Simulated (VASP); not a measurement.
Wanted: the native input for a VASP 6.6.1 run.

```
Task                   : single point
Functional             : PBE
Potentials or basis    : VASP PAW PBE potentials, release 64 (Ca_sv)
Cutoff                 : 520 eV
k mesh                 : 8 × 8 × 8
Occupations            : fermi-dirac, width 0.05 eV
Spin                   : no spin polarisation
Dipole correction      : no
Further INCAR settings : ALGO = Fast; EDIFF = 1e-06; NBANDS = 11
```

The structure of Ca lies in POSCAR:

```
Ca
1.0
   -2.2548348694      2.2548348694      2.2548348694
    2.2548348694     -2.2548348694      2.2548348694
    2.2548348694      2.2548348694     -2.2548348694
Ca
1
Direct
    0.0000000000      0.0000000000      0.0000000000
```

This cell differs from its parent crystal: volume scaled by 1.02.

One way to write it, as run:

INCAR

```
SYSTEM = Ca
PREC = Accurate
ENCUT = 520
EDIFF = 1E-6
ISMEAR = -1
SIGMA = 0.05
LREAL = .FALSE.
LASPH = .TRUE.
NELM = 100
ALGO = Fast
ISIF = 2
LWAVE = .FALSE.
LCHARG = .TRUE.
GGA = PE
LELF = .TRUE.
LVHAR = .TRUE.
NBANDS = 11
```

KPOINTS

```
regular mesh
0
G
  8 8 8
  0 0 0
```

Potentials or basis: VASP PAW PBE potentials, release 64 (Ca_sv).

The run is started by

```sh
$ cat potpaw_PBE.64/Ca_sv/POTCAR > POTCAR
$ mpirun -np 1 vasp_std > vasp.out
```

Results of the run:

* Pressure: -1.2 GPa
* Band gap on the k mesh: zero (band 5 reaches 2.02 eV, above the bottom of band 6 at 1.60 eV)

Run time: 28 s on 1 thread of Intel Xeon 8259CL, with other jobs on the host, peak memory 0.16 GiB.
